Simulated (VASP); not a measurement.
# Zr (Im-3m) in VASP: a series of runs, part 2 of 2

VASP 6.6.1. The steps go on from the part before.

**3. Single point, PBEsol (volume scaled by 0.92)**

Contents of INCAR:

```
SYSTEM = Zr
ALGO = Normal
EDIFF = 1E-7
ENCUT = 520
GGA = PS
ISIF = 2
ISMEAR = -1
LASPH = .TRUE.
LCHARG = .TRUE.
LELF = .TRUE.
LREAL = .FALSE.
LVHAR = .TRUE.
LWAVE = .FALSE.
NBANDS = 12
NELM = 100
PREC = Accurate
SIGMA = 0.1
```

Contents of KPOINTS:

```
k-points
0
G
  14 14 14
  0 0 0
```

Contents of POSCAR:

```
Zr
1.0
   -1.7147204936      1.7147204936      1.7147204936
    1.7147204936     -1.7147204936      1.7147204936
    1.7147204936      1.7147204936     -1.7147204936
Zr
1
Direct
    0.0000000000      0.0000000000      0.0000000000
```

Potentials or basis: VASP PAW PBE potentials, release 64 (Zr_sv).

On the command line:

```bash
> cat potpaw_PBE.64/Zr_sv/POTCAR > POTCAR
> mpirun -np 1 vasp_std > vasp.out
```

OUTCAR:

```text
SYSTEM = Zr
   EDIFF = 1E-7
   ENCUT = 520
   GGA = PS
   ISIF = 2
   ISMEAR = -1
   LASPH = .TRUE.
   LREAL = .FALSE.
   NELM = 100
   PREC = Accurate

 ion  position               nearest neighbor table
   1  0.000  0.000  0.000-

  LATTYP: Found a body centered cubic cell.
 ALAT       =     3.4294409872

  Lattice vectors:

 A1 = (  -1.7147204936,   1.7147204936,   1.7147204936)
 A2 = (   1.7147204936,  -1.7147204936,   1.7147204936)
 A3 = (   1.7147204936,   1.7147204936,  -1.7147204936)

Analysis of symmetry for initial positions (statically):
=====================================================================
 Subroutine PRICEL returns:
 Original cell was already a primitive cell.

 Routine SETGRP: Setting up the symmetry group for a
 body centered cubic supercell.

 Subroutine GETGRP returns: Found 48 space group operations
 (whereof 48 operations were pure point group operations)
 out of a pool of 48 trial point group operations.

The static configuration has the point symmetry O_h .

Analysis of symmetry for dynamics (positions and initial velocities):
=====================================================================
 Subroutine PRICEL returns:
 Original cell was already a primitive cell.

 Routine SETGRP: Setting up the symmetry group for a
 body centered cubic supercell.

 Subroutine GETGRP returns: Found 48 space group operations
 (whereof 48 operations were pure point group operations)
 out of a pool of 48 trial point group operations.

The dynamic configuration has the point symmetry O_h .

 Subroutine INISYM returns: Found 48 space group operations
 (whereof 48 operations are pure point group operations),
 and found     1 'primitive' translations

----------------------------------------------------------------------------------------

                                     Primitive cell

  volume of cell :      20.1669

  direct lattice vectors                    reciprocal lattice vectors
    -1.714720494  1.714720494  1.714720494     0.000000000  0.291592713  0.291592713
     1.714720494 -1.714720494  1.714720494     0.291592713  0.000000000  0.291592713
     1.714720494  1.714720494 -1.714720494     0.291592713  0.291592713  0.000000000

  length of vectors
     2.969983016  2.969983016  2.969983016     0.412374369  0.412374369  0.412374369

  position of ions in fractional coordinates (direct lattice)
     0.000000000  0.000000000  0.000000000

  ion indices of the primitive-cell ions
   primitive index   ion index
                 1           1

----------------------------------------------------------------------------------------

 KPOINTS: k-points

Automatic generation of k-mesh.
 Grid dimensions read from file:
 generate k-points for:   14   14   14

 Generating k-lattice:

  Cartesian coordinates                     Fractional coordinates (reciprocal lattice)
     0.000000000  0.020828051  0.020828051     0.071428571  0.000000000  0.000000000
     0.020828051  0.000000000  0.020828051     0.000000000  0.071428571  0.000000000
     0.020828051  0.020828051  0.000000000     0.000000000  0.000000000  0.071428571

  Length of vectors
     0.029455312  0.029455312  0.029455312

  Shift w.r.t. Gamma in fractional coordinates (k-lattice)
     0.000000000  0.000000000  0.000000000

 Subroutine IBZKPT returns following result:
 ===========================================

 Found    104 irreducible k-points:

 Following reciprocal coordinates:
            Coordinates               Weight
  0.000000  0.000000  0.000000      1.000000
  0.071429  0.000000  0.000000     12.000000
  0.142857  0.000000  0.000000     12.000000
  0.214286  0.000000  0.000000     12.000000
  0.285714  0.000000  0.000000     12.000000
  0.357143  0.000000  0.000000     12.000000
[... 16 lines left out ...]
  0.285714  0.285714  0.000000     24.000000
  0.357143  0.285714  0.000000     24.000000
 [... further k-points ...]
   k-points           NKPTS =    104   k-points in BZ     NKDIM =    104   number of bands    NBANDS=     12
   number of dos      NEDOS =    301   number of ions     NIONS =      1
   total plane-waves  NPLWV =  13824
   dimension x,y,z NGX =    24 NGY =   24 NGZ =   24
   dimension x,y,z NGXF=    48 NGYF=   48 NGZF=   48
   ions per type =               1
   NGX,Y,Z   is equivalent  to a cutoff of  13.43, 13.43, 13.43 a.u.
   NGXF,Y,Z  is equivalent  to a cutoff of  26.87, 26.87, 26.87 a.u.
 SYSTEM =  Zr
   PREC   = accura    normal or accurate (medium, high low for compatibility)
   ISTART =      0    job   : 0-new  1-cont  2-samecut
   ICHARG =      2    charge: 1-file 2-atom 10-const
   ISPIN  =      1    spin polarized calculation?
   LNONCOLLINEAR =      F non collinear calculations
   LSORBIT =      F    spin-orbit coupling
   LASPH  =      T    aspherical Exc in radial PAW
   ENCUT  =  520.0 eV  38.22 Ry    6.18 a.u.   5.52  5.52  5.52*2*pi/ulx,y,z
   NELM   =    100;   NELMIN=  2; NELMDL= -5     # of ELM steps
   EDIFF  = 0.1E-06   stopping-criterion for ELM
   LREAL  =      F    real-space projection
   EDIFFG = 0.1E-05   stopping-criterion for IOM
   NSW    =      0    number of steps for IOM
   IBRION =     -1    ionic relax: 0-MD 1-quasi-New 2-CG
   NFREE  =      0    steps in history (QN), initial steepest desc. (CG)
   ISIF   =      2    stress and relaxation
   ISYM   =      2    0-nonsym 1-usesym 2-fastsym
   POTIM  = 0.5000    time-step for ionic-motion
   TEBEG  =    0.0;   TEEND  =   0.0 temperature during run
   PSTRESS=    0.0 pullay stress
   NELECT =      12.0000    total number of electrons
   NUPDOWN=      -1.0000    fix difference up-down
   EMIN   =  10.00;   EMAX   =-10.00  energy-range for DOS
   EFERMI =   0.00;   METHOD = LEGACY
   ISMEAR =    -1;   SIGMA  =   0.10  broadening in eV -4-tet -1-fermi 0-gaus
   EFERMI_NEDOS =   21; number of points for ismear=-14 and -15
   IALGO  =     38    algorithm
   IMIX   =      4    mixing-type and parameters
     AMIX     =   0.40;   BMIX     =  1.00
     AMIX_MAG =   1.60;   BMIX_MAG =  1.00
  volume/ion in A,a.u.               =      20.17       136.09
  Fermi-wavevector in a.u.,A,eV,Ry     =   1.376962  2.602081 25.796972  1.896024
  Thomas-Fermi vector in A             =   2.502159
   LORBIT       =      0    0 simple, 1 ext, 2 COOP (PROOUT), +10 PAW based schemes
   GGA     = PS    functional components
   LHFCALC =     F    Hartree Fock is set to
   AEXX    =    0.0000 exact exchange contribution
   IVDW    =     0    specifies the selected vdW correction
   LEPSILON=     F    determine dielectric tensor
   LRPA    =     F    only Hartree local field effects (RPA)
 non-spin polarized calculation
  energy-cutoff  :      520.00
  volume of cell :       20.17
 maximum number of plane-waves:       559
 NGX is ok and might be reduce to    24
   NGX = 11   NGY = 11   NGZ = 11

 number of electron      12.0000000 magnetization

 Free energy of the ion-electron system (eV)
  ---------------------------------------------------
  ext. energy  EPLUGINS =         0.00000000
  ---------------------------------------------------
  free energy    TOTEN  =        -8.99867635 eV

  energy without entropy =       -8.95168219  energy(sigma->0) =       -8.97517927

 E-fermi :  10.2298     XC(G=0): -11.8710

 val. band max:       10.2242934819   @ k =   0.3571   0.2857   0.0000
 cond. band min:      10.2479517804   @ k =   0.1429   0.0714   0.0714
 fundamental gap:      0.0236582985
 Fermi energy:        10.2297567295

 k-point     1 :       0.0000    0.0000    0.0000
  band No.  band energies     occupation
      1     -37.8983      2.00000
      2     -15.1671      2.00000
      3     -15.1671      2.00000
      4     -15.1671      2.00000
      5       4.6830      2.00000
      6      11.4220      0.00001
      7      11.4220      0.00001
      8      11.4220      0.00001
      9      14.3174      0.00000
     10      14.3174      0.00000
     11      23.1028      0.00000
     12      23.1028      0.00000

 k-point     2 :       0.0714    0.0000    0.0000
  band No.  band energies     occupation
      1     -37.8851      2.00000
      2     -15.2498      2.00000
      3     -15.1915      2.00000
      4     -15.1680      2.00000
      5       4.8893      2.00000
      6      11.2791      0.00006
      7      11.3743      0.00002
      8      11.6243      0.00000
      9      14.0864      0.00000
     10      14.3117      0.00000
     11      23.2967      0.00000
     12      23.4716      0.00000
[... 316 lines left out ...]
 k-point    24 :       0.3571    0.2857    0.0000
  band No.  band energies     occupation
      1     -37.5924      2.00000
      2     -16.3351      2.00000
      3     -16.1017      2.00000
      4     -15.3569      2.00000
      5       8.5823      2.00000
      6       9.6479      1.99407
      7      10.2243      1.02731
      8      14.5720      0.00000
      9      15.0971      0.00000
     10      20.1954      0.00000
     11      20.7733      0.00000
     12      22.3151      0.00000

 [... further k-points ...]
[... 5 lines left out ...]
  --------------------------------------------------------------------------------------
  -------------------------------------------------------------------------------------
  Total        1.0879978      1.0879978      1.0879978     -0.0000000     -0.0000000      0.0000000
  in kB       86.4367848     86.4367848     86.4367848     -0.0000000     -0.0000000      0.0000000
  external PRESSURE =      86.4367848 kB  Pullay stress =       0.0000000 kB

 VOLUME and BASIS-vectors are now :
 -----------------------------------------------------------------------------
  energy-cutoff  :      520.00
  volume of cell :       20.17
      direct lattice vectors                 reciprocal lattice vectors
    -1.714720494  1.714720494  1.714720494     0.000000000  0.291592713  0.291592713
     1.714720494 -1.714720494  1.714720494     0.291592713  0.000000000  0.291592713
     1.714720494  1.714720494 -1.714720494     0.291592713  0.291592713  0.000000000

 POSITION                                       TOTAL-FORCE (eV/Angst)
 -----------------------------------------------------------------------------------
      0.00000      0.00000      0.00000        -0.000000      0.000000     -0.000000
 -----------------------------------------------------------------------------------
    total drift:                                0.000000      0.000000     -0.000000

  FREE ENERGIE OF THE ION-ELECTRON SYSTEM (eV)
  ---------------------------------------------------
  free  energy   TOTEN  =        -8.9986763541 eV

  energy  without entropy=       -8.9516821911  energy(sigma->0) =       -8.97517927
```

Wall time 7.7 s (1 thread of Intel Xeon 6975P-C (Granite Rapids), shared host); peak memory 0.15 GiB.

What came out:

```yaml
Free_energy: -8.9987 eV
Pressure: 8.6 GPa
Band_gap_on_the_k_mesh: zero (band 6 reaches 11.42 eV, above the bottom of band 7 at 9.55 eV)
```

Caveat: the PAW data sets were made with another functional, which shifts forces and pressure a little.

**4. Single point, PBEsol (volume scaled by 0.96)**

Contents of INCAR:

```
PREC = Accurate
ENCUT = 520
EDIFF = 1E-6
ISMEAR = -1
SIGMA = 0.1
LREAL = False
LASPH = True
NELM = 60
ALGO = Normal
ISIF = 2
LWAVE = False
LCHARG = False
GGA = PS
NBANDS = 12
```

Contents of KPOINTS:

```
regular mesh
0
Gamma
  14 14 14
```

Contents of POSCAR:

```
Zr
1.0
   -1.7392198107      1.7392198107      1.7392198107
    1.7392198107     -1.7392198107      1.7392198107
    1.7392198107      1.7392198107     -1.7392198107
Zr
1
Direct
    0.0000000000      0.0000000000      0.0000000000
```

On the command line:

```bash
> cat potpaw_PBE.64/Zr_sv/POTCAR > POTCAR
> mpirun -np 1 vasp_std > vasp.out
```

It took 6.8 s on 1 thread of Intel Xeon 6975P-C (Granite Rapids), shared host; peak memory 0.15 GiB.

The run converged. Its results:

| Item | Value |
| --- | --- |
| Free energy | -9.0330 eV |
| Pressure | 3.9 GPa |
| Band gap on the k mesh | zero (band 6 reaches 10.90 eV, above the bottom of band 7 at 9.05 eV) |

Levels at points of the mesh, in eV from the Fermi level:
| k point | band 4 | band 5 | band 6 | band 7 | band 8 | band 9 |
| --- | --- | --- | --- | --- | --- | --- |
| (0.00, 0.00, 0.00) | -25.55 | -5.51 | 1.17 | 1.17 | 1.17 | 3.94 |
| (0.50, 0.00, 0.00) | -25.57 | -3.08 | -0.85 | 2.08 | 3.99 | 4.74 |
| (0.50, 0.50, 0.50) | -26.46 | -2.97 | -2.97 | 6.36 | 6.36 | 6.36 |

Caveat: the PAW data sets were made with another functional, which shifts forces and pressure a little.

**5. Summary**

```csv
cell,gap on the mesh (eV),pressure (GPa)
"a = 2.926 Å, angles 109.5°, 1 atom",none,14.4
"a = 2.970 Å, angles 109.5°, 1 atom",none,8.6
"a = 3.012 Å, angles 109.5°, 1 atom",none,3.9
```

Alike in all rows: task single point; level PBEsol; potentials or basis VASP PAW PBE potentials, release 64 (Zr_sv); no spin polarisation; k mesh 14 × 14 × 14; cutoff (eV) 520; smearing fermi-dirac 0.1 eV.

Caveats: the PAW data sets were made with another functional, which shifts forces and pressure a little.

Absolute energies hang on the potentials; compare differences alone.
